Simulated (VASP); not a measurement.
The system is MgO.

```xyz
4
Lattice="3.4864 0.0000 0.0000 -1.7432 3.0193 0.0000 0.0000 0.0000 4.1780" Properties=species:S:1:pos:R:3 pbc="T T T"
Mg    1.7432    1.0064    3.1335
Mg    0.0000    2.0129    1.0445
O     1.7432    1.0064    1.0445
O     0.0000    2.0129    3.1335
```

* Program: VASP 6.6.1
* Task: relaxation of cell and atoms
* Functional: PBE
* Potentials or basis: VASP PAW PBE potentials, release 64 (Mg, O)
* Cutoff: 600 eV
* k mesh: 6 × 6 × 6
* Occupations: gaussian, width 0.02 eV
* Spin: no spin polarisation

At the start: pressure 3.9 GPa; volume 10.99 Å³/atom.

**Question.** Where does the relaxation end?

**Answer.** Over 8 steps the energy falls by 3.8 meV/atom and the volume is 11.31 Å³/atom (+2.9 %); space group P6_3/mmc (No. 194, to 0.05 Å).

Step by step:
```tsv
step	energy change (eV)	largest force (eV/Å)	pressure (GPa)	volume (Å³)
1	0.0000	0.0000	3.85	43.98
2	-0.0137	0.0000	-1.16	45.68
3	-0.0152	0.0000	0.00	45.26
4	-0.0152	0.0000	-0.08	45.29
5	-0.0152	0.0000	0.02	45.25
6	-0.0152	0.0000	0.04	45.24
7	-0.0152	0.0000	0.05	45.24
8	-0.0153	0.0000	0.00	45.26
```

Final structure:
```
Mg O
1.0
     3.51531    0.00000    0.00000
    -1.75765    3.04435    0.00000
     0.00000    0.00000    4.22892
Mg O
2 2
Cartesian
  1.7577 1.0148 3.1717
  0.0000 2.0296 1.0572
  1.7577 1.0148 1.0572
  0.0000 2.0296 3.1717
```
